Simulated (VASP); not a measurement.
# HfSb3Pb2 (P6/mmm) in VASP: further runs

HfSb3Pb2 is run at these levels: PBE; tasks: single point, relaxation of cell and atoms.

All numbers are computed with VASP 6.6.1; they aren't measurements. Logs are shortened: lines on timing, memory, paths and dates and some standing lists are left out, and cuts for length are marked.

## Step 1: The cell of the first run

The structure is hexagonal, space group P6/mmm (No. 191). The conventional cell has a = 6.078 Å, b = 6.078 Å, c = 5.814 Å, α = 90.00°, β = 90.00°, γ = 120.00°. Hf (site symmetry 6/mmm) has 6 Pb at 3.51 Å and 12 Sb at 4.21 Å within 4.6 Å. Within 4.0 Å of Sb (site symmetry mmm) lie 4 Sb at 3.04 Å and 4 Pb at 3.40 Å. Pb (site symmetry -6m2) has 6 Sb at 3.40 Å and 3 Pb at 3.51 Å and 3 Hf at 3.51 Å within 4.5 Å.

The cell was built from a structure type or drawn by symmetry, and may not be a known phase.

## Step 2: Single point, PBE

INCAR

```
SYSTEM = HfSb3Pb2
ALGO     = Normal         ! electronic algorithm
EDIFF    = 1E-6           ! SCF threshold, eV
ENCUT    = 520            ! plane-wave cutoff, eV
GGA      = PE             ! functional
ISIF     = 2              ! what is computed and relaxed
ISMEAR   = 0              ! smearing method
LASPH    = .TRUE.         ! aspherical terms in the spheres
LCHARG   = .FALSE.        ! write CHGCAR
LREAL    = .FALSE.        ! projectors in reciprocal space
LWAVE    = .FALSE.        ! write WAVECAR
NBANDS   = 36             ! bands
NELM     = 80             ! most SCF steps
PREC     = Accurate       ! precision mode
SIGMA    = 0.1            ! smearing width, eV
```

KPOINTS

```
k-points
0
G
  6 6 6
  0 0 0
```

POSCAR

```
HfSb3Pb2
1.0
    6.0780479910      0.0000000000      0.0000000000
   -3.0390239955      5.2637439656      0.0000000000
    0.0000000000      0.0000000000      5.8144220425
Hf Sb Pb
1 3 2
Direct
    0.0000000000      0.0000000000      0.0000000000
    0.5000000000      0.0000000000      0.5000000000
    0.0000000000      0.5000000000      0.5000000000
    0.5000000000      0.5000000000      0.5000000000
    0.3333333333      0.6666666667      0.0000000000
    0.6666666667      0.3333333333      0.0000000000
```

Potentials or basis: VASP PAW PBE potentials, release 64 (Hf_pv, Sb, Pb_d).

Command:

```console
> cat potpaw_PBE.64/Hf_pv/POTCAR potpaw_PBE.64/Sb/POTCAR potpaw_PBE.64/Pb_d/POTCAR > POTCAR
> mpirun -np 1 vasp_std > vasp.out
```

OUTCAR:

```text
SYSTEM = HfSb3Pb2
   EDIFF = 1E-6
   ENCUT = 520
   GGA = PE
   ISIF = 2
   ISMEAR = 0
   LASPH = .TRUE.
   LREAL = .FALSE.
   NELM = 80
   PREC = Accurate

 ion  position               nearest neighbor table
   1  0.000  0.000  0.000-   5 3.51   6 3.51   5 3.51   6 3.51   6 3.51   5 3.51
   2  0.500  0.000  0.500-   3 3.04   4 3.04   4 3.04   3 3.04   5 3.40   6 3.40   5 3.40   6 3.40

   3  0.000  0.500  0.500-   2 3.04   2 3.04   4 3.04   4 3.04   5 3.40   6 3.40   5 3.40   6 3.40

   4  0.500  0.500  0.500-   2 3.04   2 3.04   3 3.04   3 3.04   5 3.40   6 3.40   5 3.40   6 3.40

   5  0.333  0.667  0.000-   2 3.40   2 3.40   3 3.40   3 3.40   4 3.40   4 3.40   6 3.51   6 3.51
                             1 3.51   1 3.51   1 3.51   6 3.51
   6  0.667  0.333  0.000-   2 3.40   2 3.40   3 3.40   3 3.40   4 3.40   4 3.40   5 3.51   5 3.51
                             1 3.51   1 3.51   1 3.51   5 3.51

  LATTYP: Found a hexagonal cell.
 ALAT       =     6.0780479910
 C/A-ratio  =     0.9566265438

  Lattice vectors:

 A1 = (   6.0780479910,   0.0000000000,   0.0000000000)
 A2 = (  -3.0390239955,   5.2637439656,   0.0000000000)
 A3 = (   0.0000000000,   0.0000000000,   5.8144220425)

Analysis of symmetry for initial positions (statically):
=====================================================================
 Subroutine PRICEL returns:
 Original cell was already a primitive cell.

 Routine SETGRP: Setting up the symmetry group for a
 hexagonal supercell.

 Subroutine GETGRP returns: Found 24 space group operations
 (whereof 24 operations were pure point group operations)
 out of a pool of 24 trial point group operations.

The static configuration has the point symmetry D_6h.

Analysis of symmetry for dynamics (positions and initial velocities):
=====================================================================
 Subroutine PRICEL returns:
 Original cell was already a primitive cell.

 Routine SETGRP: Setting up the symmetry group for a
 hexagonal supercell.

 Subroutine GETGRP returns: Found 24 space group operations
 (whereof 24 operations were pure point group operations)
 out of a pool of 24 trial point group operations.

The dynamic configuration has the point symmetry D_6h.

 Subroutine INISYM returns: Found 24 space group operations
 (whereof 24 operations are pure point group operations),
 and found     1 'primitive' translations

----------------------------------------------------------------------------------------
[... 105 lines left out ...]
   IBRION =     -1    ionic relax: 0-MD 1-quasi-New 2-CG
   NFREE  =      0    steps in history (QN), initial steepest desc. (CG)
   ISIF   =      2    stress and relaxation
   ISYM   =      2    0-nonsym 1-usesym 2-fastsym
   POTIM  = 0.5000    time-step for ionic-motion
   TEBEG  =    0.0;   TEEND  =   0.0 temperature during run
   PSTRESS=    0.0 pullay stress
   NELECT =      53.0000    total number of electrons
   NUPDOWN=      -1.0000    fix difference up-down
   EMIN   =  10.00;   EMAX   =-10.00  energy-range for DOS
   EFERMI =   0.00;   METHOD = LEGACY
   ISMEAR =     0;   SIGMA  =   0.10  broadening in eV -4-tet -1-fermi 0-gaus
   EFERMI_NEDOS =   21; number of points for ismear=-14 and -15
   IALGO  =     38    algorithm
   IMIX   =      4    mixing-type and parameters
     AMIX     =   0.40;   BMIX     =  1.00
     AMIX_MAG =   1.60;   BMIX_MAG =  1.00
  volume/ion in A,a.u.               =      31.00       209.22
  Fermi-wavevector in a.u.,A,eV,Ry     =   1.077238  2.035685 15.788766  1.160442
  Thomas-Fermi vector in A             =   2.213144
   LORBIT       =      0    0 simple, 1 ext, 2 COOP (PROOUT), +10 PAW based schemes
   GGA     = PE    functional components
   LHFCALC =     F    Hartree Fock is set to
   AEXX    =    0.0000 exact exchange contribution
   IVDW    =     0    specifies the selected vdW correction
   LEPSILON=     F    determine dielectric tensor
   LRPA    =     F    only Hartree local field effects (RPA)
 non-spin polarized calculation
 Gauss-broadening in eV      SIGMA  =   0.10
  energy-cutoff  :      520.00
  volume of cell :      186.02
 maximum number of plane-waves:      5037
 NGX is ok and might be reduce to    48
   NGX = 23   NGY = 23   NGZ = 21

 number of electron      53.0000006 magnetization

 Free energy of the ion-electron system (eV)
  ---------------------------------------------------
  ext. energy  EPLUGINS =         0.00000000
  ---------------------------------------------------
  free energy    TOTEN  =       -25.88951153 eV

  energy without entropy =      -25.85414531  energy(sigma->0) =      -25.87182842

 E-fermi :   6.4074     XC(G=0):  -9.7248

 val. band max:        6.4035486206   @ k =   0.3333   0.0000   0.3333
 cond. band min:       6.4180317530   @ k =   0.5000   0.0000   0.5000
 fundamental gap:      0.0144831323
 Fermi energy:         6.4073879079

 k-point     1 :       0.0000    0.0000    0.0000
  band No.  band energies     occupation
      1     -26.4266      2.00000
      2     -26.1358      2.00000
      3     -26.1358      2.00000
      4     -10.6127      2.00000
      5     -10.5405      2.00000
      6     -10.5405      2.00000
[... 925 lines left out ...]
     35       8.9211      0.00000
     36       8.9915      0.00000

 [... further k-points ...]

------------------------ aborting loop because EDIFF is reached ----------------------------------------

  FORCE on cell =-STRESS in cart. coord.  units (eV):
  Direction    XX          YY          ZZ          XY          YZ          ZX
  --------------------------------------------------------------------------------------
  -------------------------------------------------------------------------------------
  Total       -0.0642412     -0.0642412     -0.1723244     -0.0000000     -0.0000000      0.0000000
  in kB       -0.5532978     -0.5532978     -1.4841981     -0.0000000     -0.0000000      0.0000000
  external PRESSURE =      -0.8635979 kB  Pullay stress =       0.0000000 kB

 VOLUME and BASIS-vectors are now :
 -----------------------------------------------------------------------------
  energy-cutoff  :      520.00
  volume of cell :      186.02
      direct lattice vectors                 reciprocal lattice vectors
     6.078047991  0.000000000  0.000000000     0.164526506  0.094989423  0.000000000
    -3.039023996  5.263743966  0.000000000     0.000000000  0.189978845  0.000000000
     0.000000000  0.000000000  5.814422043     0.000000000  0.000000000  0.171986139

 POSITION                                       TOTAL-FORCE (eV/Angst)
 -----------------------------------------------------------------------------------
      0.00000      0.00000      0.00000        -0.000000      0.000000      0.000000
      3.03902      0.00000      2.90721        -0.000000      0.000000      0.000000
     -1.51951      2.63187      2.90721        -0.000000      0.000000      0.000000
      1.51951      2.63187      2.90721        -0.000000      0.000000      0.000000
     -0.00000      3.50916      0.00000        -0.000000      0.000000      0.000000
      3.03902      1.75458      0.00000         0.000000      0.000000     -0.000000
 -----------------------------------------------------------------------------------
    total drift:                               -0.000000      0.000000      0.000000

  FREE ENERGIE OF THE ION-ELECTRON SYSTEM (eV)
  ---------------------------------------------------
  free  energy   TOTEN  =       -25.8895115286 eV

  energy  without entropy=      -25.8541453133  energy(sigma->0) =      -25.87182842
```

OSZICAR:

```text
N       E                     dE             d eps       ncg     rms          rms(c)
DAV:   1     0.477557705379E+03    0.47756E+03   -0.22795E+04  2016   0.137E+03
DAV:   2     0.191872933637E+02   -0.45837E+03   -0.44684E+03  2156   0.375E+02
DAV:   3    -0.259020073206E+02   -0.45089E+02   -0.43922E+02  2552   0.130E+02
DAV:   4    -0.280212643234E+02   -0.21193E+01   -0.21011E+01  2560   0.315E+01
DAV:   5    -0.281292755135E+02   -0.10801E+00   -0.10788E+00  2928   0.711E+00    0.147E+01
DAV:   6    -0.261971563017E+02    0.19321E+01   -0.11689E+01  2436   0.598E+00    0.123E+01
DAV:   7    -0.260031783023E+02    0.19398E+00   -0.41129E+00  2628   0.461E+00    0.905E+00
DAV:   8    -0.263616141903E+02   -0.35844E+00   -0.45779E+00  2320   0.448E+00    0.613E+00
DAV:   9    -0.259027685026E+02    0.45885E+00   -0.42925E+00  2548   0.339E+00    0.126E+00
DAV:  10    -0.258983583809E+02    0.44101E-02   -0.77684E-02  2532   0.988E-01    0.525E-01
DAV:  11    -0.258912068737E+02    0.71515E-02   -0.16090E-02  2604   0.277E-01    0.298E-01
DAV:  12    -0.258900582587E+02    0.11486E-02   -0.26348E-03  2588   0.215E-01    0.299E-01
DAV:  13    -0.258895340088E+02    0.52425E-03   -0.44674E-03  2428   0.136E-01    0.474E-02
DAV:  14    -0.258895171807E+02    0.16828E-04   -0.48735E-04  2476   0.562E-02    0.405E-02
DAV:  15    -0.258895112712E+02    0.59095E-05   -0.30394E-05  2540   0.161E-02    0.688E-03
DAV:  16    -0.258895115286E+02   -0.25740E-06   -0.19799E-06  1696   0.565E-03
   1 F= -.25889512E+02 E0= -.25871828E+02  d E =-.353662E-01
```

stdout:

```text
POSCAR found type information on POSCAR HfSbPb
 POSCAR found :  3 types and       6 ions
 scaLAPACK will be used
 LDA part: xc-table for (Slater+PW92), standard interpolation
 POSCAR, INCAR and KPOINTS ok, starting setup
 FFT: planning ... GRIDC
 FFT: planning ... GRID_SOFT
 FFT: planning ... GRID
 WAVECAR not read
 entering main loop
```

Run time: 2.2 min. Hardware: 1 thread of Intel Xeon 6975P-C (Granite Rapids), shared host; peak memory 0.43 GiB.

Results:

| Property | Result |
| --- | --- |
| Free energy | -25.8895 eV |
| Pressure | -0.1 GPa |
| Band gap on the k mesh | zero (an odd number of electrons rules out a gap without spin polarisation) |

Caveat: spin-orbit coupling is left out, which moves the levels of the heavy elements.

## Step 3: Single point, PBE

INCAR

```
ALGO     = Normal         # electronic algorithm
EDIFF    = 1E-6           # SCF threshold, eV
ENCUT    = 520            # plane-wave cutoff, eV
GGA      = PE             # functional
ISIF     = 2              # what is computed and relaxed
ISMEAR   = 0              # smearing method
LASPH    = True           # aspherical terms in the spheres
LCHARG   = True           # write CHGCAR
LELF     = True           # ELF
LREAL    = False          # projectors in reciprocal space
LVHAR    = True         
LWAVE    = False          # write WAVECAR
NBANDS   = 36             # bands
NELM     = 80             # most SCF steps
PREC     = Accurate       # precision mode
SIGMA    = 0.1            # smearing width, eV
```

KPOINTS

```
k-points
0
Gamma
  6 6 8
```

Edit POSCAR of step 2 so:

```diff
@@ -2,5 +2,5 @@
 1.0
-    6.0780479910      0.0000000000      0.0000000000
-   -3.0390239955      5.2637439656      0.0000000000
-    0.0000000000      0.0000000000      5.8144220425
+    6.0845685750      0.0000000000      0.0000000000
+   -3.0422842875      5.2693909570      0.0000000000
+    0.0000000000      0.0000000000      5.8019995287
 Hf Sb Pb
```

Potentials or basis: VASP PAW PBE potentials, release 64 (Hf_pv, Sb, Pb_d).

Command:

```console
> cat potpaw_PBE.64/Hf_pv/POTCAR potpaw_PBE.64/Sb/POTCAR potpaw_PBE.64/Pb_d/POTCAR > POTCAR
> mpirun -np 1 vasp_std > vasp.out
```

Run time: 2.8 min. Hardware: 1 thread of Intel Xeon 6975P-C (Granite Rapids), shared host; peak memory 0.45 GiB.

The run converged. Its results:

```yaml
Free_energy: -25.9022 eV
Pressure: -0.1 GPa
Band_gap_on_the_k_mesh: zero (an odd number of electrons rules out a gap without spin polarisation)
```

Levels at points of the mesh, in eV from the Fermi level:
```tsv
k point	band 22	band 23	band 24	band 25	band 26	band 27	band 28	band 29	band 30	band 31
(0.00, 0.00, 0.00)	-3.51	-1.77	-1.77	-1.19	-0.28	-0.28	0.07	0.17	0.17	0.92
(0.50, 0.00, 0.00)	-1.73	-1.64	-1.16	-1.03	-0.95	-0.87	-0.33	0.74	0.75	0.98
(0.00, 0.00, 0.50)	-3.29	-3.29	-1.42	-0.10	-0.02	-0.02	0.48	0.95	0.95	1.19
(0.50, 0.00, 0.50)	-0.81	-0.70	-0.65	-0.59	-0.33	-0.31	0.01	0.03	0.48	1.02
```

Caveat: spin-orbit coupling is left out, which moves the levels of the heavy elements.

## Step 4: Relaxation of cell and atoms, PBE

This run uses another cell than the first one, of 31.19 Å³/atom.

INCAR

```
SYSTEM = HfSb3Pb2
PREC     = Accurate       ! precision mode
ENCUT    = 600            ! plane-wave cutoff, eV
EDIFF    = 1E-7           ! SCF threshold, eV
ISMEAR   = 0              ! smearing method
SIGMA    = 0.1            ! smearing width, eV
LREAL    = .FALSE.        ! projectors in reciprocal space
LASPH    = .TRUE.         ! aspherical terms in the spheres
NELM     = 80             ! most SCF steps
ALGO     = Normal         ! electronic algorithm
ISIF     = 3              ! what is computed and relaxed
LWAVE    = .FALSE.        ! write WAVECAR
LCHARG   = .FALSE.        ! write CHGCAR
GGA      = PE             ! functional
IBRION   = 2              ! ionic algorithm
NSW      = 100            ! ionic steps
EDIFFG   = -0.01          ! ionic threshold
```

KPOINTS

```
regular mesh
0
G
  6 6 6
  0 0 0
```

Edit POSCAR of step 3 so:

```diff
@@ -2,5 +2,5 @@
 1.0
-    6.0845685750      0.0000000000      0.0000000000
-   -3.0422842875      5.2693909570      0.0000000000
-    0.0000000000      0.0000000000      5.8019995287
+    5.8780077630      0.0000000000      0.0000000000
+   -2.9390038815      5.0905040464      0.0000000000
+    0.0000000000      0.0000000000      6.2536122080
 Hf Sb Pb
```

Command:

```console
> cat potpaw_PBE.64/Hf_pv/POTCAR potpaw_PBE.64/Sb/POTCAR potpaw_PBE.64/Pb_d/POTCAR > POTCAR
> mpirun -np 1 vasp_std > vasp.out
```

It took 10 min on 1 thread of Intel Xeon 6975P-C (Granite Rapids), shared host; peak memory 0.48 GiB.

It converged, with:

| Item | Value |
| --- | --- |
| Free energy | -25.8892 eV |
| Relaxed volume | 30.94 Å³/atom |
| Relaxed cell | a = 6.078 Å, b = 6.078 Å, c = 5.803 Å, α = 90.00°, β = 90.00°, γ = 120.00° |
| Space group after relaxing (to 0.1 Å) | P6/mmm (No. 191) |
| Energy gained by relaxing | 41.1 meV/atom |
| Ionic steps | 6 |
| Pressure after relaxing | 0.0 GPa |
| Band gap on the k mesh | zero (an odd number of electrons rules out a gap without spin polarisation) |

The path:
```csv
step,energy change (eV),largest force (eV/Å),pressure (GPa),volume (Å³)
1,0.0000,0.0000,0.95,187.12
2,-0.1775,0.0000,-1.05,191.96
3,-0.1884,0.0000,-1.48,193.19
4,-0.2456,0.0000,0.00,185.90
5,-0.2460,0.0000,0.13,185.33
6,-0.2465,0.0000,0.02,185.66
```

Final structure:
```
CELL_PARAMETERS angstrom
6.07812 0.00000 0.00000
-3.03906 5.26380 0.00000
0.00000 0.00000 5.80308
ATOMIC_POSITIONS crystal
Hf 0.00000 0.00000 0.00000
Sb 0.50000 0.00000 0.50000
Sb 0.00000 0.50000 0.50000
Sb 0.50000 0.50000 0.50000
Pb 0.33333 0.66667 0.00000
Pb 0.66667 0.33333 0.00000
```

Levels at points of the mesh, in eV from the Fermi level:
```
           k point  band 25  band 26  band 27  band 28  band 29  band 30
(0.00, 0.00, 0.00)    -1.17    -0.27    -0.27     0.07     0.18     0.18
(0.50, 0.00, 0.00)    -1.01    -0.94    -0.86    -0.32     0.75     0.75
(0.00, 0.00, 0.50)    -0.09    -0.01    -0.01     0.47     0.97     0.97
(0.50, 0.00, 0.50)    -0.58    -0.32    -0.30     0.02     0.04     0.50
```

Caveat: spin-orbit coupling is left out, which moves the levels of the heavy elements.

## Step 5: Overview

| task | cell | k mesh | cutoff (eV) | gap on the mesh (eV) | pressure (GPa) |
| --- | --- | --- | --- | --- | --- |
| single point | a = 6.078, b = 6.078, c = 5.814 Å, angles 90.0, 90.0, 120.0°, 6 atoms | 6 × 6 × 6 | 520 | none | -0.1 |
| single point | a = 6.085, b = 6.085, c = 5.802 Å, angles 90.0, 90.0, 120.0°, 6 atoms | 6 × 6 × 8 | 520 | none | -0.1 |
| relaxation of cell and atoms | relaxed from a = 5.878, b = 5.878, c = 6.254 Å, angles 90.0, 90.0, 120.0°, 6 atoms | 6 × 6 × 6 | 600 | none | 0.0 |

Alike in all rows: level PBE; potentials or basis VASP PAW PBE potentials, release 64 (Hf_pv, Sb, Pb_d); no spin polarisation; smearing gaussian 0.1 eV.

Caveats: spin-orbit coupling is left out, which moves the levels of the heavy elements.

Total energies depend on the potentials used, so only differences within one code and one set of settings carry meaning.
